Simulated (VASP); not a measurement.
# Ge3Pt (Fm-3m) in VASP: a series of runs, part 2 of 2

VASP 6.6.1.

### Step 4. Relaxation of cell and atoms, PBE

Contents of INCAR:

```
  PREC = Accurate
  ENCUT = 600
  EDIFF = 1E-6
  ISMEAR = 0
  SIGMA = 0.1
  LREAL = F
  LASPH = T
  NELM = 60
  ALGO = Normal
  ISIF = 3
  LWAVE = F
  LCHARG = F
  GGA = PE
  IBRION = 2
  NSW = 90
  EDIFFG = -0.04
```

Contents of KPOINTS:

```
regular mesh
0
Gamma
  6 6 6
```

Contents of POSCAR:

```
Ge3Pt
1.0
    0.0000000000      3.1049498800      3.1049498800
    3.1049498800      0.0000000000      3.1049498800
    3.1049498800      3.1049498800      0.0000000000
Ge Pt
3 1
Direct
    0.2500000000      0.2500000000      0.2500000000
    0.7500000000      0.7500000000      0.7500000000
    0.5000000000      0.5000000000      0.5000000000
    0.0000000000      0.0000000000      0.0000000000
```

Potentials or basis: VASP PAW PBE potentials, release 64 (Ge_d, Pt).

On the command line:

```console
$ cat potpaw_PBE.64/Ge_d/POTCAR potpaw_PBE.64/Pt/POTCAR > POTCAR
$ mpirun -np 1 vasp_std > vasp.out
```

OUTCAR:

```text
PREC = Accurate
   ENCUT = 600
   EDIFF = 1E-6
   ISMEAR = 0
   LREAL = F
   LASPH = T
   NELM = 60
   ISIF = 3
   GGA = PE
   IBRION = 2
   NSW = 90
   EDIFFG = -0.04

 ion  position               nearest neighbor table
   1  0.250  0.250  0.250-   4 2.69   4 2.69   4 2.69   3 2.69   4 2.69   3 2.69   3 2.69   3 2.69

   2  0.750  0.750  0.750-   3 2.69   3 2.69   3 2.69   3 2.69   4 2.69   4 2.69   4 2.69   4 2.69

   3  0.500  0.500  0.500-   1 2.69   1 2.69   1 2.69   1 2.69   2 2.69   2 2.69   2 2.69   2 2.69
                             4 3.10   4 3.10   4 3.10   4 3.10   4 3.10   4 3.10
   4  0.000  0.000  0.000-   2 2.69   2 2.69   2 2.69   1 2.69   2 2.69   1 2.69   1 2.69   1 2.69
                             3 3.10   3 3.10   3 3.10   3 3.10   3 3.10   3 3.10

  LATTYP: Found a face centered cubic cell.
 ALAT       =     6.2098997600

  Lattice vectors:

 A1 = (   0.0000000000,   3.1049498800,   3.1049498800)
 A2 = (   3.1049498800,   0.0000000000,   3.1049498800)
 A3 = (   3.1049498800,   3.1049498800,   0.0000000000)

Analysis of symmetry for initial positions (statically):
=====================================================================
 Subroutine PRICEL returns:
 Original cell was already a primitive cell.

 Routine SETGRP: Setting up the symmetry group for a
 face centered cubic supercell.

 Subroutine GETGRP returns: Found 48 space group operations
 (whereof 48 operations were pure point group operations)
 out of a pool of 48 trial point group operations.
[... 144 lines left out ...]
  energy-cutoff  :      600.00
  volume of cell :       59.87
 maximum number of plane-waves:      2012
   NGX = 17   NGY = 17   NGZ = 17

--------------------------------------- Ionic step        1  -------------------------------------------

 number of electron      51.9999989 magnetization

 Free energy of the ion-electron system (eV)
  ---------------------------------------------------
  ext. energy  EPLUGINS =         0.00000000
  ---------------------------------------------------
  free energy    TOTEN  =       -18.58069554 eV

  energy without entropy =      -18.57033140  energy(sigma->0) =      -18.57551347

 E-fermi :  10.5763     XC(G=0): -12.7599

 val. band max:       10.3586020139   @ k =   0.5000   0.0000   0.0000
 cond. band min:      10.6019640760   @ k =   0.5000   0.1667   0.0000
 fundamental gap:      0.2433620621
 Fermi energy:        10.5763295867

 k-point     1 :       0.0000    0.0000    0.0000
  band No.  band energies     occupation
      1     -14.8525      2.00000
      2     -14.8525      2.00000
      3     -14.8525      2.00000
      4     -14.8395      2.00000
      5     -14.8395      2.00000
      6     -14.6752      2.00000
[... 646 lines left out ...]
--------------------------------------- Ionic step        4  -------------------------------------------

 number of electron      51.9999958 magnetization

 Free energy of the ion-electron system (eV)
  ---------------------------------------------------
  ext. energy  EPLUGINS =         0.00000000
  ---------------------------------------------------
  free energy    TOTEN  =       -19.30395008 eV

  energy without entropy =      -19.29483809  energy(sigma->0) =      -19.29939409

 E-fermi :   8.0934     XC(G=0): -11.8686

 val. band max:        7.9855152031   @ k =   0.5000   0.0000   0.0000
 cond. band min:       8.1086467344   @ k =   0.5000   0.1667   0.0000
 fundamental gap:      0.1231315313
 Fermi energy:         8.0933652618

 k-point     1 :       0.0000    0.0000    0.0000
  band No.  band energies     occupation
      1     -16.9894      2.00000
      2     -16.9894      2.00000
      3     -16.9894      2.00000
      4     -16.9739      2.00000
      5     -16.9739      2.00000
      6     -16.8200      2.00000
[... 564 lines left out ...]
  FREE ENERGIE OF THE ION-ELECTRON SYSTEM (eV)
  ---------------------------------------------------
  free  energy   TOTEN  =       -19.3039500810 eV

  energy  without entropy=      -19.2948380919  energy(sigma->0) =      -19.29939409

 reached required accuracy - stopping structural energy minimisation
```

OSZICAR:

```text
N       E                     dE             d eps       ncg     rms          rms(c)
DAV:   1     0.479865962066E+03    0.47987E+03   -0.27359E+04  1273   0.524E+03
DAV:   2     0.589691585618E+02   -0.42090E+03   -0.40954E+03   992   0.926E+02
DAV:   3    -0.156553825926E+02   -0.74625E+02   -0.73521E+02  1153   0.219E+02
DAV:   4    -0.191065191231E+02   -0.34511E+01   -0.34319E+01  1120   0.541E+01
[... 40 lines left out ...]
DAV:   3    -0.193045243664E+02    0.12608E-02   -0.29276E-03  1267   0.527E-01    0.144E-01
DAV:   4    -0.193039766169E+02    0.54775E-03   -0.10326E-03  1257   0.360E-01    0.320E-02
DAV:   5    -0.193039507429E+02    0.25874E-04   -0.12014E-04  1229   0.173E-01    0.153E-02
DAV:   6    -0.193039503926E+02    0.35036E-06   -0.14514E-05  1157   0.336E-02    0.499E-03
DAV:   7    -0.193039500810E+02    0.31154E-06   -0.12351E-06   546   0.118E-02
   4 F= -.19303950E+02 E0= -.19299394E+02  d E =-.723255E+00
```

Wall time 2 min (1 thread of Intel Xeon Platinum 8488C (Sapphire Rapids), shared host); peak memory 0.23 GiB.

What came out:

```
Free energy                            : -19.3040 eV
Relaxed volume                         : 17.63 Å³/atom
Relaxed cell                           : a = 4.637 Å, b = 4.637 Å, c = 4.637 Å, α = 60.00°, β = 60.00°, γ = 60.00°
Space group after relaxing (to 0.05 Å) : Fm-3m (No. 225)
Energy gained by relaxing              : 180.8 meV/atom
Ionic steps                            : 4
Pressure after relaxing                : 0.0 GPa
Band gap on the k mesh                 : zero (band 26 reaches 8.15 eV, above the bottom of band 27 at 7.83 eV)
```

Step by step:
```
step  energy change (eV)  largest force (eV/Å)  pressure (GPa)  volume (Å³)
   1              0.0000                0.0000           25.40        59.87
   2             -0.2017                0.0000          -11.47        82.87
   3             -0.7230                0.0000           -0.45        70.74
   4             -0.7233                0.0000            0.02        70.50
```

Final structure:
```cif
data_structure
_symmetry_space_group_name_H-M 'P 1'
_symmetry_Int_Tables_number 1
_cell_length_a 4.6370
_cell_length_b 4.6370
_cell_length_c 4.6370
_cell_angle_alpha 60.000
_cell_angle_beta 60.000
_cell_angle_gamma 60.000
_cell_volume 70.50
loop_
_atom_site_label
_atom_site_type_symbol
_atom_site_fract_x
_atom_site_fract_y
_atom_site_fract_z
_atom_site_occupancy
Ge1 Ge 0.25000 0.25000 0.25000 1
Ge2 Ge 0.75000 0.75000 0.75000 1
Ge3 Ge 0.50000 0.50000 0.50000 1
Pt1 Pt 0.00000 0.00000 0.00000 1
```

Caveat: the volume moved by over 15 % at a fixed basis, so the end points are rough; spin-orbit coupling is left out, which moves the levels of the heavy elements.

### Step 5. Summary

```tsv
task	cell	cutoff (eV)	gap on the mesh (eV)	pressure (GPa)
single point	a = 4.391 Å, angles 60.0°, 4 atoms	520	none	25.3
single point	a = 4.634 Å, angles 60.0°, 4 atoms	520	none	0.2
relaxation of cell and atoms	relaxed from a = 4.391 Å, angles 60.0°, 4 atoms	600	none	0.0
```

Alike in all rows: level PBE; potentials or basis VASP PAW PBE potentials, release 64 (Ge_d, Pt); no spin polarisation; k mesh 6 × 6 × 6; smearing gaussian 0.1 eV.

Caveats: spin-orbit coupling is left out, which moves the levels of the heavy elements; the volume moved by over 15 % at a fixed basis, so the end points are rough (some runs).

Absolute energies hang on the potentials; compare differences alone.
